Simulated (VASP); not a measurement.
Input of a VASP 6.6.1 run:

INCAR

```
PREC = Accurate
ENCUT = 520
EDIFF = 1E-6
ISMEAR = -1
SIGMA = 0.05
LREAL = F
LASPH = T
NELM = 150
ALGO = Fast
ISIF = 2
LWAVE = F
LCHARG = T
ISPIN = 2
MAGMOM = 1.5 1.5
LORBIT = 11
NUPDOWN = 3.0
LMAXMIX = 4
GGA = PE
LELF = T
LVHAR = T
NBANDS = 20
```

Contents of KPOINTS:

```
Automatic mesh
0
Gamma
  12 12 7
```

Contents of POSCAR:

```
Co
1.0
    2.4719999032      0.0000000000      0.0000000000
   -1.2359999516      2.1408147143      0.0000000000
    0.0000000000      0.0000000000      4.0211440800
Co
2
Direct
    0.6666666667      0.3333333333      0.7500000000
    0.3333333333      0.6666666667      0.2500000000
```

Potentials or basis: VASP PAW PBE potentials, release 64 (Co).

Launch:

```sh
$ cat potpaw_PBE.64/Co/POTCAR > POTCAR
$ mpirun -np 1 vasp_std > vasp.out
```

Task: Predict the pressure.

Result: 2.3 GPa.

Stress tensor (GPa, compression positive):
```
3.17 0.00 0.00
0.00 3.17 0.00
0.00 0.00 0.63
```

Caveat: the total moment is fixed, so each spin has its own Fermi level.
